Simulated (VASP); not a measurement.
# TaN (Fm-3m) in VASP: notebook

Runs on TaN. Level: PBE+D3(BJ). Tasks: single point.

Everything below comes from runs of VASP 6.6.1. Logs are shortened: lines on timing, memory, paths and dates and some standing lists are left out, and cuts for length are marked.

### Step 1. The cell of the first run

It takes space group Fm-3m (No. 225, cubic). Conventional cell: a = 4.358 Å, b = 4.358 Å, c = 4.358 Å, α = 90.00°, β = 90.00°, γ = 90.00°. Within 2.9 Å of Ta (site symmetry m-3m) lie 6 N at 2.18 Å. N (site symmetry m-3m) has 6 Ta at 2.18 Å within 2.9 Å.

### Step 2. Single point, PBE+D3(BJ)

INCAR reads:

```
SYSTEM = TaN
PREC = Accurate ; ENCUT = 600
EDIFF = 1E-6 ; ISMEAR = 0
SIGMA = 0.1 ; LREAL = .False.
LASPH = .True. ; NELM = 120
ALGO = Normal ; ISIF = 2
LWAVE = .False. ; LCHARG = .False.
GGA = PE ; IVDW = 12
NBANDS = 15 ; GGA_COMPAT = .False.
```

KPOINTS reads:

```
Automatic mesh
0
Gamma
  8 8 8
  0 0 0
```

POSCAR reads:

```
TaN
1.0
    0.0000000000      2.1790000000      2.1790000000
    2.1790000000      0.0000000000      2.1790000000
    2.1790000000      2.1790000000      0.0000000000
Ta N
1 1
Direct
    0.5000000000      0.5000000000      0.5000000000
    0.0000000000      0.0000000000      0.0000000000
```

Potentials or basis: VASP PAW PBE potentials, release 64 (Ta_pv, N).

The run is started by

```
cat potpaw_PBE.64/Ta_pv/POTCAR potpaw_PBE.64/N/POTCAR > POTCAR
mpirun -np 1 vasp_std > vasp.out
```

OUTCAR:

```text
SYSTEM = TaN
   PREC = Accurate
   ENCUT = 600
   EDIFF = 1E-6
   ISMEAR = 0
   LREAL = .False.
   LASPH = .True.
   NELM = 120
   ISIF = 2
   GGA = PE
   IVDW = 12
 IVDW          = 12

 ion  position               nearest neighbor table
   1  0.500  0.500  0.500-   2 2.18   2 2.18   2 2.18   2 2.18   2 2.18   2 2.18
   2  0.000  0.000  0.000-   1 2.18   1 2.18   1 2.18   1 2.18   1 2.18   1 2.18

  LATTYP: Found a face centered cubic cell.
 ALAT       =     4.3580000000

  Lattice vectors:

 A1 = (   0.0000000000,   2.1790000000,   2.1790000000)
 A2 = (   2.1790000000,   0.0000000000,   2.1790000000)
 A3 = (   2.1790000000,   2.1790000000,   0.0000000000)

Analysis of symmetry for initial positions (statically):
=====================================================================
 Subroutine PRICEL returns:
 Original cell was already a primitive cell.

 Routine SETGRP: Setting up the symmetry group for a
 face centered cubic supercell.

 Subroutine GETGRP returns: Found 48 space group operations
 (whereof 48 operations were pure point group operations)
 out of a pool of 48 trial point group operations.

The static configuration has the point symmetry O_h .

Analysis of symmetry for dynamics (positions and initial velocities):
=====================================================================
 Subroutine PRICEL returns:
 Original cell was already a primitive cell.

 Routine SETGRP: Setting up the symmetry group for a
 face centered cubic supercell.

 Subroutine GETGRP returns: Found 48 space group operations
 (whereof 48 operations were pure point group operations)
 out of a pool of 48 trial point group operations.

The dynamic configuration has the point symmetry O_h .

 Subroutine INISYM returns: Found 48 space group operations
 (whereof 48 operations are pure point group operations),
 and found     1 'primitive' translations

----------------------------------------------------------------------------------------

                                     Primitive cell

  volume of cell :      20.6920

  direct lattice vectors                    reciprocal lattice vectors
     0.000000000  2.179000000  2.179000000    -0.229463056  0.229463056  0.229463056
     2.179000000  0.000000000  2.179000000     0.229463056 -0.229463056  0.229463056
     2.179000000  2.179000000  0.000000000     0.229463056  0.229463056 -0.229463056

  length of vectors
     3.081571352  3.081571352  3.081571352     0.397441672  0.397441672  0.397441672

  position of ions in fractional coordinates (direct lattice)
     0.500000000  0.500000000  0.500000000
     0.000000000  0.000000000  0.000000000

  ion indices of the primitive-cell ions
   primitive index   ion index
                 1           1
                 2           2

----------------------------------------------------------------------------------------

 KPOINTS: Automatic mesh

Automatic generation of k-mesh.
 Grid dimensions read from file:
 generate k-points for:    8    8    8

 Generating k-lattice:

  Cartesian coordinates                     Fractional coordinates (reciprocal lattice)
    -0.028682882  0.028682882  0.028682882     0.125000000  0.000000000  0.000000000
     0.028682882 -0.028682882  0.028682882     0.000000000  0.125000000  0.000000000
     0.028682882  0.028682882 -0.028682882     0.000000000  0.000000000  0.125000000

  Length of vectors
     0.049680209  0.049680209  0.049680209

  Shift w.r.t. Gamma in fractional coordinates (k-lattice)
     0.000000000  0.000000000  0.000000000

 Subroutine IBZKPT returns following result:
 ===========================================

 Found     29 irreducible k-points:

 Following reciprocal coordinates:
            Coordinates               Weight
  0.000000  0.000000  0.000000      1.000000
  0.125000  0.000000  0.000000      8.000000
  0.250000  0.000000  0.000000      8.000000
  0.375000  0.000000  0.000000      8.000000
  0.500000  0.000000  0.000000      4.000000
  0.125000  0.125000  0.000000      6.000000
[... 16 lines left out ...]
  0.500000  0.250000  0.125000     48.000000
 -0.375000  0.250000  0.125000     24.000000
 [... further k-points ...]
   k-points           NKPTS =     29   k-points in BZ     NKDIM =     29   number of bands    NBANDS=     15
   number of dos      NEDOS =    301   number of ions     NIONS =      2
   total plane-waves  NPLWV =  21952
   dimension x,y,z NGX =    28 NGY =   28 NGZ =   28
   dimension x,y,z NGXF=    56 NGYF=   56 NGZF=   56
   ions per type =               1   1
   NGX,Y,Z   is equivalent  to a cutoff of  15.11, 15.11, 15.11 a.u.
   NGXF,Y,Z  is equivalent  to a cutoff of  30.21, 30.21, 30.21 a.u.
 SYSTEM =  TaN
   PREC   = accura    normal or accurate (medium, high low for compatibility)
   ISTART =      0    job   : 0-new  1-cont  2-samecut
   ICHARG =      2    charge: 1-file 2-atom 10-const
   ISPIN  =      1    spin polarized calculation?
   LNONCOLLINEAR =      F non collinear calculations
   LSORBIT =      F    spin-orbit coupling
   LASPH  =      T    aspherical Exc in radial PAW
   ENCUT  =  600.0 eV  44.10 Ry    6.64 a.u.   6.15  6.15  6.15*2*pi/ulx,y,z
   NELM   =    120;   NELMIN=  2; NELMDL= -5     # of ELM steps
   EDIFF  = 0.1E-05   stopping-criterion for ELM
   LREAL  =      F    real-space projection
   EDIFFG = 0.1E-04   stopping-criterion for IOM
   NSW    =      0    number of steps for IOM
   IBRION =     -1    ionic relax: 0-MD 1-quasi-New 2-CG
   NFREE  =      0    steps in history (QN), initial steepest desc. (CG)
   ISIF   =      2    stress and relaxation
   ISYM   =      2    0-nonsym 1-usesym 2-fastsym
   POTIM  = 0.5000    time-step for ionic-motion
   TEBEG  =    0.0;   TEEND  =   0.0 temperature during run
   PSTRESS=    0.0 pullay stress
   NELECT =      16.0000    total number of electrons
   NUPDOWN=      -1.0000    fix difference up-down
   EMIN   =  10.00;   EMAX   =-10.00  energy-range for DOS
   EFERMI =   0.00;   METHOD = LEGACY
   ISMEAR =     0;   SIGMA  =   0.10  broadening in eV -4-tet -1-fermi 0-gaus
   EFERMI_NEDOS =   21; number of points for ismear=-14 and -15
   IALGO  =     38    algorithm
   IMIX   =      4    mixing-type and parameters
     AMIX     =   0.40;   BMIX     =  1.00
     AMIX_MAG =   1.60;   BMIX_MAG =  1.00
  volume/ion in A,a.u.               =      10.35        69.82
  Fermi-wavevector in a.u.,A,eV,Ry     =   1.502615  2.839530 30.719922  2.257851
  Thomas-Fermi vector in A             =   2.613832
   LORBIT       =      0    0 simple, 1 ext, 2 COOP (PROOUT), +10 PAW based schemes
   GGA     = PE    functional components
   LHFCALC =     F    Hartree Fock is set to
   AEXX    =    0.0000 exact exchange contribution
   IVDW    =    12    specifies the selected vdW correction
   LEPSILON=     F    determine dielectric tensor
   LRPA    =     F    only Hartree local field effects (RPA)
 non-spin polarized calculation
 Gauss-broadening in eV      SIGMA  =   0.10
  energy-cutoff  :      600.00
  volume of cell :       20.69
 maximum number of plane-waves:       701
 NGX is ok and might be reduce to    28
   NGX = 13   NGY = 13   NGZ = 13

 number of electron      16.0000001 magnetization

 Free energy of the ion-electron system (eV)
  ---------------------------------------------------
  ext. energy  EPLUGINS =         0.00000000
  ---------------------------------------------------
  free energy    TOTEN  =       -21.76203826 eV

  energy without entropy =      -21.75896137  energy(sigma->0) =      -21.76049982

 E-fermi :   9.9162     XC(G=0): -13.5879

 val. band max:        9.8405754832   @ k =  -0.2500   0.3750   0.1250
 cond. band min:       9.9344514521   @ k =   0.0000   0.0000   0.0000
 fundamental gap:      0.0938759689
 Fermi energy:         9.9162030377

 k-point     1 :       0.0000    0.0000    0.0000
  band No.  band energies     occupation
      1     -25.8561      2.00000
      2     -25.8561      2.00000
      3     -25.8561      2.00000
      4      -9.2301      2.00000
      5       5.9561      2.00000
      6       5.9561      2.00000
      7       5.9561      2.00000
      8       7.6790      2.00000
      9       7.6790      2.00000
     10       7.6790      2.00000
     11       9.9345      0.79635
     12       9.9345      0.79634
     13      11.6184      0.00000
     14      19.2755      0.00000
     15      22.2994      0.00000

 k-point     2 :       0.1250    0.0000    0.0000
  band No.  band energies     occupation
      1     -26.0053      2.00000
      2     -25.8694      2.00000
      3     -25.8694      2.00000
      4      -8.8395      2.00000
      5       4.3799      2.00000
      6       4.8736      2.00000
      7       4.8736      2.00000
      8       8.2234      2.00000
      9       8.2234      2.00000
     10       8.2682      2.00000
     11      11.3293      0.00000
     12      11.3293      0.00000
     13      12.6481      0.00000
     14      20.4311      0.00000
     15      22.2991      0.00000

 k-point     3 :       0.2500    0.0000    0.0000
  band No.  band energies     occupation
      1     -26.3489      2.00000
      2     -25.9014      2.00000
      3     -25.9014      2.00000
      4      -7.8345      2.00000
      5       2.0420      2.00000
      6       3.4046      2.00000
      7       3.4046      2.00000
      8       9.0737      2.00000
      9       9.4572      2.00000
     10       9.4572      2.00000
     11      13.9245      0.00000
     12      13.9245      0.00000
     13      14.4620      0.00000
     14      22.2803      0.00000
     15      22.4860      0.00000
[... 343 lines left out ...]
 k-point    23 :       0.5000    0.2500    0.1250
  band No.  band energies     occupation
      1     -26.5812      2.00000
      2     -26.1625      2.00000
      3     -25.9991      2.00000
      4      -6.9210      2.00000
      5       0.7335      2.00000
      6       2.6370      2.00000
      7       3.1037      2.00000
      8       8.6738      2.00000
      9      11.8724      0.00000
     10      12.0918      0.00000
     11      13.6854      0.00000
     12      16.1975      0.00000
     13      18.3118      0.00000
     14      20.9044      0.00000
     15      22.3166      0.00000

 k-point    24 :      -0.3750    0.2500    0.1250
  band No.  band energies     occupation
      1     -26.6534      2.00000
      2     -26.1860      2.00000
      3     -26.0274      2.00000
      4      -6.6877      2.00000
      5       0.5108      2.00000
      6       2.6202      2.00000
      7       2.6680      2.00000
      8      10.0792      0.02117
      9      10.5494      0.00000
     10      12.5910      0.00000
     11      15.2500      0.00000
     12      16.4622      0.00000
     13      18.5021      0.00000
     14      20.4683      0.00000
     15      22.3131      0.00000

 [... further k-points ...]

------------------------ aborting loop because EDIFF is reached ----------------------------------------

 Edisp (eV)   -0.97203

 E8    (eV) :    -0.4497

  FORCE on cell =-STRESS in cart. coord.  units (eV):
  Direction    XX          YY          ZZ          XY          YZ          ZX
  --------------------------------------------------------------------------------------
  -------------------------------------------------------------------------------------
  Total       1.00409     1.00409     1.00409     0.00000    -0.00000     0.00000
  in kB      77.74647    77.74647    77.74647     0.00000    -0.00000     0.00000
  external pressure =       77.75 kB  Pullay stress =        0.00 kB

 VOLUME and BASIS-vectors are now :
 -----------------------------------------------------------------------------
  energy-cutoff  :      600.00
  volume of cell :       20.69
      direct lattice vectors                 reciprocal lattice vectors
     0.000000000  2.179000000  2.179000000    -0.229463056  0.229463056  0.229463056
     2.179000000  0.000000000  2.179000000     0.229463056 -0.229463056  0.229463056
     2.179000000  2.179000000  0.000000000     0.229463056  0.229463056 -0.229463056

 POSITION                                       TOTAL-FORCE (eV/Angst)
 -----------------------------------------------------------------------------------
      2.17900      2.17900      2.17900         0.000000      0.000000      0.000000
      0.00000      0.00000      0.00000        -0.000000     -0.000000     -0.000000
 -----------------------------------------------------------------------------------
    total drift:                                0.000000      0.000000      0.000000

  FREE ENERGIE OF THE ION-ELECTRON SYSTEM (eV)
  ---------------------------------------------------
  free  energy   TOTEN  =       -22.7340699149 eV

  energy  without entropy=      -22.7309930304  energy(sigma->0) =      -22.73253147
```

Run time: 10 s. Hardware: 1 thread of AMD EPYC 9R45 (Zen 5), shared host; peak memory 0.14 GiB.

What came out:

```yaml
Free_energy: -22.7341 eV
Pressure: 7.8 GPa
Band_gap_on_the_k_mesh: zero (bands 8 and 9 overlap by 4.17 eV)
Dispersion_energy_per_atom: -0.486 eV
```

Levels at points of the mesh, in eV from the Fermi level:
```tsv
k point	band 4	band 5	band 6	band 7	band 8	band 9	band 10	band 11	band 12	band 13
(0.00, 0.00, 0.00)	-19.15	-3.96	-3.96	-3.96	-2.24	-2.24	-2.24	0.02	0.02	1.70
(0.50, 0.00, 0.00)	-15.96	-10.66	-7.84	-7.84	1.94	1.94	2.03	3.86	7.77	7.77
(0.50, 0.50, 0.00)	-17.88	-6.76	-5.71	-4.76	-4.76	2.16	3.65	3.65	4.78	7.08
```

Caveat: the cell stands under pressure; spin-orbit coupling is left out, which moves the levels of the heavy elements.

### Step 3. Single point, PBE+D3(BJ), collinear spin

INCAR reads:

```
SYSTEM = TaN
PREC     = Accurate       ! precision mode
ENCUT    = 600            ! plane-wave cutoff, eV
EDIFF    = 1E-6           ! SCF threshold, eV
ISMEAR   = 0              ! smearing method
SIGMA    = 0.1            ! smearing width, eV
LREAL    = .FALSE.        ! projectors in reciprocal space
LASPH    = .TRUE.         ! aspherical terms in the spheres
NELM     = 200            ! most SCF steps
ALGO     = Normal         ! electronic algorithm
ISIF     = 2              ! what is computed and relaxed
LWAVE    = .FALSE.        ! write WAVECAR
LCHARG   = .TRUE.         ! write CHGCAR
ISPIN    = 2              ! spin polarisation
MAGMOM   = 1 0            ! initial moments
LORBIT   = 11             ! projections on sites
LMAXMIX  = 4              ! l up to which the mixer works
GGA      = PE             ! functional
IVDW     = 12             ! dispersion correction
LELF     = .TRUE.         ! ELF
LVHAR    = .TRUE.       
NBANDS   = 19             ! bands
GGA_COMPAT= .FALSE.
```

KPOINTS reads:

```
Automatic mesh
0
G
  8 8 8
  0 0 0
```

POSCAR is that of step 2.

Potentials or basis: VASP PAW PBE potentials, release 64 (Ta_pv, N).

The run is started by

```
cat potpaw_PBE.64/Ta_pv/POTCAR potpaw_PBE.64/N/POTCAR > POTCAR
mpirun -np 1 vasp_std > vasp.out
```

Wall time 25 s (1 thread of AMD EPYC 9R45 (Zen 5), shared host); peak memory 0.17 GiB.

It converged, with:

```
Free energy                                           : -22.7341 eV
Pressure                                              : 7.8 GPa
Band gap on the k mesh                                : zero (filled and empty bands overlap)
Net moment                                            : 0.00 μB per cell
Valence electrons inside the program's atomic spheres : Ta 9.01; N 3.78
Dispersion energy per atom                            : -0.486 eV
```

Levels at points of the mesh, in eV from the Fermi level:
Spin up:
```
           k point  band 6  band 7  band 8  band 9  band 10  band 11
(0.00, 0.00, 0.00)   -3.96   -3.96   -2.24   -2.24    -2.24     0.02
(0.50, 0.00, 0.00)   -7.84   -7.84    1.94    1.94     2.03     3.86
(0.50, 0.50, 0.00)   -5.71   -4.76   -4.76    2.16     3.65     3.65
```
Spin down:
| k point | band 5 | band 6 | band 7 | band 8 | band 9 | band 10 | band 11 | band 12 |
| --- | --- | --- | --- | --- | --- | --- | --- | --- |
| (0.00, 0.00, 0.00) | -3.96 | -3.96 | -3.96 | -2.24 | -2.24 | -2.24 | 0.02 | 0.02 |
| (0.50, 0.00, 0.00) | -10.66 | -7.84 | -7.84 | 1.94 | 1.94 | 2.03 | 3.86 | 7.77 |
| (0.50, 0.50, 0.00) | -6.76 | -5.71 | -4.76 | -4.76 | 2.16 | 3.65 | 3.65 | 4.78 |

Caveat: the cell stands under pressure; spin-orbit coupling is left out, which moves the levels of the heavy elements.
